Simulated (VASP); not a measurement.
# Cl (P6_3/mmc) in VASP: further runs

The runs below take Cl through single point, with LDA.

Program: VASP 6.6.1. These are calculated values, not measurements. Logs are shortened: lines on timing, memory, paths and dates and some standing lists are left out, and cuts for length are marked.

**1. The cell of the first run**

Symmetry: P6_3/mmc, No. 194, hexagonal system. Conventional cell: a = 3.122 Å, b = 3.122 Å, c = 3.879 Å, α = 90.00°, β = 90.00°, γ = 120.00°. Cl (site symmetry -6m2) has 12 Cl at 2.65 to 3.12 Å within 3.5 Å.

**2. Single point, LDA**

INCAR reads:

```
PREC = Accurate ; ENCUT = 520
EDIFF = 1E-6 ; ISMEAR = -1
SIGMA = 0.1 ; LREAL = F
LASPH = T ; NELM = 100
ALGO = Normal ; ISIF = 2
LWAVE = F ; LCHARG = F
GGA = CA ; NBANDS = 14
```

KPOINTS reads:

```
Automatic mesh
0
Gamma
  15 15 8
```

POSCAR reads:

```
Cl
1.0
    3.1215353569      0.0000000000      0.0000000000
   -1.5607676784      2.7033289179      0.0000000000
    0.0000000000      0.0000000000      3.8793748997
Cl
2
Direct
    0.3333333333      0.6666666667      0.2500000000
    0.6666666667      0.3333333333      0.7500000000
```

Potentials or basis: VASP PAW LDA potentials, release 64 (Cl).

On the command line:

```
> cat potpaw_LDA.64/Cl/POTCAR > POTCAR
> mpirun -np 1 vasp_std > vasp.out
```

OUTCAR:

```text
PREC = Accurate
   ENCUT = 520
   EDIFF = 1E-6
   ISMEAR = -1
   LREAL = F
   LASPH = T
   NELM = 100
   ISIF = 2
   GGA = CA

 ion  position               nearest neighbor table
   1  0.333  0.667  0.250-   2 2.65   2 2.65   2 2.65   2 2.65   2 2.65   2 2.65
   2  0.667  0.333  0.750-   1 2.65   1 2.65   1 2.65   1 2.65   1 2.65   1 2.65

  LATTYP: Found a hexagonal cell.
 ALAT       =     3.1215353569
 C/A-ratio  =     1.2427778180

  Lattice vectors:

 A1 = (   3.1215353569,   0.0000000000,   0.0000000000)
 A2 = (  -1.5607676784,   2.7033289179,   0.0000000000)
 A3 = (   0.0000000000,   0.0000000000,   3.8793748997)

Analysis of symmetry for initial positions (statically):
=====================================================================
 Subroutine PRICEL returns:
 Original cell was already a primitive cell.

 Routine SETGRP: Setting up the symmetry group for a
 hexagonal supercell.

 Subroutine GETGRP returns: Found 24 space group operations
 (whereof 12 operations were pure point group operations)
 out of a pool of 24 trial point group operations.

The static configuration has the point symmetry D_3d.
 The point group associated with its full space group is D_6h.

Analysis of symmetry for dynamics (positions and initial velocities):
=====================================================================
 Subroutine PRICEL returns:
 Original cell was already a primitive cell.

 Routine SETGRP: Setting up the symmetry group for a
 hexagonal supercell.

 Subroutine GETGRP returns: Found 24 space group operations
 (whereof 12 operations were pure point group operations)
 out of a pool of 24 trial point group operations.

The dynamic configuration has the point symmetry D_3d.
 The point group associated with its full space group is D_6h.

 Subroutine INISYM returns: Found 24 space group operations
 (whereof 12 operations are pure point group operations),
 and found     1 'primitive' translations

----------------------------------------------------------------------------------------

                                     Primitive cell

  volume of cell :      32.7362

  direct lattice vectors                    reciprocal lattice vectors
     3.121535357  0.000000000  0.000000000     0.320355173  0.184957145  0.000000000
    -1.560767678  2.703328918  0.000000000     0.000000000  0.369914291  0.000000000
     0.000000000  0.000000000  3.879374900     0.000000000  0.000000000  0.257773488

  length of vectors
     3.121535357  3.121535357  3.879374900     0.369914291  0.369914291  0.257773488

  position of ions in fractional coordinates (direct lattice)
     0.333333333  0.666666667  0.250000000
     0.666666667  0.333333333  0.750000000

  ion indices of the primitive-cell ions
   primitive index   ion index
                 1           1
                 2           2

----------------------------------------------------------------------------------------

 KPOINTS: Automatic mesh

Automatic generation of k-mesh.
 Grid dimensions read from file:
 generate k-points for:   15   15    8

 Generating k-lattice:

  Cartesian coordinates                     Fractional coordinates (reciprocal lattice)
     0.021357012  0.012330476  0.000000000     0.066666667  0.000000000  0.000000000
     0.000000000  0.024660953  0.000000000     0.000000000  0.066666667  0.000000000
     0.000000000  0.000000000  0.032221686     0.000000000  0.000000000  0.125000000

  Length of vectors
     0.024660953  0.024660953  0.032221686

  Shift w.r.t. Gamma in fractional coordinates (k-lattice)
     0.000000000  0.000000000  0.000000000

 Subroutine IBZKPT returns following result:
 ===========================================

 Found    135 irreducible k-points:

 Following reciprocal coordinates:
            Coordinates               Weight
  0.000000  0.000000  0.000000      1.000000
  0.066667  0.000000  0.000000      6.000000
  0.133333  0.000000  0.000000      6.000000
  0.200000 -0.000000  0.000000      6.000000
  0.266667  0.000000  0.000000      6.000000
  0.333333 -0.000000  0.000000      6.000000
[... 16 lines left out ...]
  0.333333  0.200000  0.000000     12.000000
  0.400000  0.200000  0.000000      6.000000
 [... further k-points ...]
   k-points           NKPTS =    135   k-points in BZ     NKDIM =    135   number of bands    NBANDS=     14
   number of dos      NEDOS =    301   number of ions     NIONS =      2
   total plane-waves  NPLWV =  17280
   dimension x,y,z NGX =    24 NGY =   24 NGZ =   30
   dimension x,y,z NGXF=    48 NGYF=   48 NGZF=   60
   ions per type =               2
   NGX,Y,Z   is equivalent  to a cutoff of  12.78, 12.78, 12.86 a.u.
   NGXF,Y,Z  is equivalent  to a cutoff of  25.56, 25.56, 25.71 a.u.
 SYSTEM =  unknown system
   PREC   = accura    normal or accurate (medium, high low for compatibility)
   ISTART =      0    job   : 0-new  1-cont  2-samecut
   ICHARG =      2    charge: 1-file 2-atom 10-const
   ISPIN  =      1    spin polarized calculation?
   LNONCOLLINEAR =      F non collinear calculations
   LSORBIT =      F    spin-orbit coupling
   LASPH  =      T    aspherical Exc in radial PAW
   ENCUT  =  520.0 eV  38.22 Ry    6.18 a.u.   5.80  5.80  7.21*2*pi/ulx,y,z
   NELM   =    100;   NELMIN=  2; NELMDL= -5     # of ELM steps
   EDIFF  = 0.1E-05   stopping-criterion for ELM
   LREAL  =      F    real-space projection
   EDIFFG = 0.1E-04   stopping-criterion for IOM
   NSW    =      0    number of steps for IOM
   IBRION =     -1    ionic relax: 0-MD 1-quasi-New 2-CG
   NFREE  =      0    steps in history (QN), initial steepest desc. (CG)
   ISIF   =      2    stress and relaxation
   ISYM   =      2    0-nonsym 1-usesym 2-fastsym
   POTIM  = 0.5000    time-step for ionic-motion
   TEBEG  =    0.0;   TEEND  =   0.0 temperature during run
   PSTRESS=    0.0 pullay stress
   NELECT =      14.0000    total number of electrons
   NUPDOWN=      -1.0000    fix difference up-down
   EMIN   =  10.00;   EMAX   =-10.00  energy-range for DOS
   EFERMI =   0.00;   METHOD = LEGACY
   ISMEAR =    -1;   SIGMA  =   0.10  broadening in eV -4-tet -1-fermi 0-gaus
   EFERMI_NEDOS =   21; number of points for ismear=-14 and -15
   IALGO  =     38    algorithm
   IMIX   =      4    mixing-type and parameters
     AMIX     =   0.40;   BMIX     =  1.00
     AMIX_MAG =   1.60;   BMIX_MAG =  1.00
  volume/ion in A,a.u.               =      16.37       110.46
  Fermi-wavevector in a.u.,A,eV,Ry     =   1.233411  2.330809 20.698585  1.521303
  Thomas-Fermi vector in A             =   2.368143
   LORBIT       =      0    0 simple, 1 ext, 2 COOP (PROOUT), +10 PAW based schemes
   GGA     = CA    functional components
   LHFCALC =     F    Hartree Fock is set to
   AEXX    =    0.0000 exact exchange contribution
   IVDW    =     0    specifies the selected vdW correction
   LEPSILON=     F    determine dielectric tensor
   LRPA    =     F    only Hartree local field effects (RPA)
 non-spin polarized calculation
  energy-cutoff  :      520.00
  volume of cell :       32.74
 maximum number of plane-waves:       893
 NGX is ok and might be reduce to    24
   NGX = 11   NGY = 11   NGZ = 15

 number of electron      14.0000008 magnetization

 Free energy of the ion-electron system (eV)
  ---------------------------------------------------
  ext. energy  EPLUGINS =         0.00000000
  ---------------------------------------------------
  free energy    TOTEN  =        -3.25177358 eV

  energy without entropy =       -3.18877457  energy(sigma->0) =       -3.22027407

 E-fermi :   5.4590     XC(G=0): -11.1662

 val. band max:        5.4444730026   @ k =   0.2000   0.2000   0.1250
 cond. band min:       5.4607798222   @ k =   0.2667   0.0667   0.1250
 fundamental gap:      0.0163068196
 Fermi energy:         5.4590267751

 k-point     1 :       0.0000    0.0000    0.0000
  band No.  band energies     occupation
      1     -12.5452      2.00000
      2      -7.5775      2.00000
      3      -1.2383      2.00000
      4       3.3932      2.00000
      5       3.3932      2.00000
      6       5.5598      0.53490
      7       5.5598      0.53490
      8       7.2425      0.00000
      9      11.9950      0.00000
     10      15.4430      0.00000
     11      17.4503      0.00000
     12      17.4503      0.00000
     13      19.2307      0.00000
     14      19.2307      0.00000

 k-point     2 :       0.0667    0.0000    0.0000
  band No.  band energies     occupation
      1     -12.4849      2.00000
      2      -7.5819      2.00000
      3      -1.1749      2.00000
      4       3.1417      2.00000
      5       3.2837      2.00000
      6       5.4018      1.27869
      7       5.6136      0.35147
      8       7.1200      0.00000
      9      12.2472      0.00000
     10      15.5674      0.00000
     11      17.2645      0.00000
     12      17.5823      0.00000
     13      19.0280      0.00000
     14      19.1329      0.00000

 k-point     3 :       0.1333    0.0000    0.0000
  band No.  band energies     occupation
      1     -12.3064      2.00000
      2      -7.6036      2.00000
      3      -0.9867      2.00000
      4       2.5111      2.00000
      5       3.0113      2.00000
      6       4.9745      1.98438
      7       5.7271      0.12827
      8       6.7676      0.00000
      9      12.8287      0.00000
     10      15.5068      0.00000
     11      17.4450      0.00000
     12      17.9943      0.00000
     13      18.5513      0.00000
     14      18.7311      0.00000

 k-point     4 :       0.2000   -0.0000    0.0000
  band No.  band energies     occupation
      1     -12.0167      2.00000
      2      -7.6665      2.00000
      3      -0.6791      2.00000
      4       1.7351      2.00000
      5       2.6746      2.00000
      6       4.3921      1.99995
      7       5.8267      0.04936
      8       6.2262      0.00093
      9      13.1083      0.00000
     10      15.5754      0.00000
     11      18.0016      0.00000
     12      18.0100      0.00000
     13      18.0543      0.00000
     14      18.7107      0.00000

 k-point     5 :       0.2667    0.0000    0.0000
  band No.  band energies     occupation
      1     -11.6301      2.00000
      2      -7.8040      2.00000
      3      -0.2645      2.00000
      4       1.0040      2.00000
      5       2.3469      2.00000
      6       3.7713      2.00000
      7       5.5522      0.56499
      8       5.8806      0.02910
      9      12.6765      0.00000
     10      16.4940      0.00000
     11      17.2215      0.00000
[... 276 lines left out ...]
 k-point    22 :       0.2667    0.2000    0.0000
  band No.  band energies     occupation
      1     -10.6041      2.00000
      2      -8.3638      2.00000
      3       0.0011      2.00000
      4       0.8746      2.00000
      5       1.3275      2.00000
      6       3.3300      2.00000
      7       4.0473      2.00000
      8       5.0888      1.95186
      9      14.0250      0.00000
     10      14.0797      0.00000
     11      15.7550      0.00000
     12      19.5611      0.00000
     13      19.9589      0.00000
     14      21.2799      0.00000

 k-point    23 :       0.3333    0.2000    0.0000
  band No.  band energies     occupation
      1     -10.1600      2.00000
      2      -8.6981      2.00000
      3      -0.3885      2.00000
      4       1.3911      2.00000
      5       1.5633      2.00000
      6       2.8304      2.00000
      7       3.4457      2.00000
      8       4.9793      1.98362
      9      13.6396      0.00000
     10      13.7410      0.00000
     11      16.9884      0.00000
     12      19.0781      0.00000
     13      20.0792      0.00000
     14      21.8272      0.00000

 k-point    24 :       0.4000    0.2000    0.0000
  band No.  band energies     occupation
      1      -9.9274      2.00000
      2      -8.8927      2.00000
      3      -0.5233      2.00000
      4       1.6674      2.00000
      5       1.7478      2.00000
      6       2.5513      2.00000
      7       3.1400      2.00000
      8       4.9431      1.98857
      9      13.4910      0.00000
     10      13.6432      0.00000
     11      17.8875      0.00000
     12      18.4916      0.00000
     13      20.1054      0.00000
     14      21.9295      0.00000

 [... further k-points ...]
[... 5 lines left out ...]
  --------------------------------------------------------------------------------------
  -------------------------------------------------------------------------------------
  Total        2.3241816      2.3241816      2.3416151      0.0000000     -0.0000000      0.0000000
  in kB      113.7500884    113.7500884    114.6033175      0.0000000     -0.0000000      0.0000000
  external PRESSURE =     114.0344981 kB  Pullay stress =       0.0000000 kB

 VOLUME and BASIS-vectors are now :
 -----------------------------------------------------------------------------
  energy-cutoff  :      520.00
  volume of cell :       32.74
      direct lattice vectors                 reciprocal lattice vectors
     3.121535357  0.000000000  0.000000000     0.320355173  0.184957145  0.000000000
    -1.560767678  2.703328918  0.000000000     0.000000000  0.369914291  0.000000000
     0.000000000  0.000000000  3.879374900     0.000000000  0.000000000  0.257773488

 POSITION                                       TOTAL-FORCE (eV/Angst)
 -----------------------------------------------------------------------------------
     -0.00000      1.80222      0.96984         0.000000      0.000000      0.000000
      1.56077      0.90111      2.90953        -0.000000     -0.000000      0.000000
 -----------------------------------------------------------------------------------
    total drift:                               -0.000000      0.000000     -0.000000

  FREE ENERGIE OF THE ION-ELECTRON SYSTEM (eV)
  ---------------------------------------------------
  free  energy   TOTEN  =        -3.2517735822 eV

  energy  without entropy=       -3.1887745671  energy(sigma->0) =       -3.22027407
```

It took 28 s on 1 thread of Intel Xeon Platinum 8259CL at 2.50GHz (Skylake/Cascade Lake), shared host; peak memory 0.15 GiB.

Results:

```
Free energy            : -3.2518 eV
Pressure               : 11.4 GPa
Band gap on the k mesh : zero (band 7 reaches 6.62 eV, above the bottom of band 8 at 4.08 eV)
```

Levels at points of the mesh, in eV from the Fermi level:
| k point | band 5 | band 6 | band 7 | band 8 | band 9 | band 10 |
| --- | --- | --- | --- | --- | --- | --- |
| (0.00, 0.00, 0.00) | -2.07 | 0.10 | 0.10 | 1.78 | 6.54 | 9.98 |
| (0.00, 0.00, 0.50) | -1.00 | -1.00 | -1.00 | -1.00 | 9.96 | 9.96 |

[end of part 1 of 2]
